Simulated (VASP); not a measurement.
Input of a VASP 6.6.1 run:

INCAR

```
SYSTEM = Cd3O2
ALGO     = Normal         ! electronic algorithm
EDIFF    = 1E-6           ! SCF threshold, eV
ENCUT    = 700            ! plane-wave cutoff, eV
GGA      = PE             ! functional
GGA_COMPAT= .FALSE.      
ISIF     = 2              ! what is computed and relaxed
ISMEAR   = 0              ! smearing method
LASPH    = .TRUE.         ! aspherical terms in the spheres
LCHARG   = .FALSE.        ! write CHGCAR
LREAL    = .FALSE.        ! projectors in reciprocal space
LWAVE    = .FALSE.        ! write WAVECAR
NBANDS   = 44             ! bands
NELM     = 120            ! most SCF steps
PREC     = Accurate       ! precision mode
SIGMA    = 0.2            ! smearing width, eV
```

Contents of KPOINTS:

```
k-points
0
G
  4 4 3
  0 0 0
```

POSCAR

```
Cd3O2
1.0
    4.4033236854      0.0000000000      0.0000000000
    0.0000000000      4.4033236854      0.0000000000
    0.0000000000      0.0000000000      5.7149044345
Cd O
3 2
Direct
    0.5000000000      0.0000000000      0.9875053127
    0.0000000000      0.5000000000      0.9875053127
    0.0000000000      0.0000000000      0.4386283262
    0.0000000000      0.0000000000      0.8292906100
    0.5000000000      0.5000000000      0.0270703584
```

Potentials or basis: VASP PAW PBE potentials, release 64 (Cd_sv_GW, O).

Launch:

```sh
$ cat potpaw_PBE.64/Cd_sv_GW/POTCAR potpaw_PBE.64/O/POTCAR > POTCAR
$ mpirun -np 1 vasp_std > vasp.out
```

Estimate the pressure.

-0.2 GPa.

What does it give for the band gap on the k mesh?

0.35 eV (least direct gap 0.84 eV).

Estimate the largest force.

0.011 eV/Å.

Stress tensor (GPa, compression positive):
```
-0.18  0.00  0.00
 0.00 -0.18  0.00
 0.00  0.00 -0.09
```

A k mesh can miss the band edges.
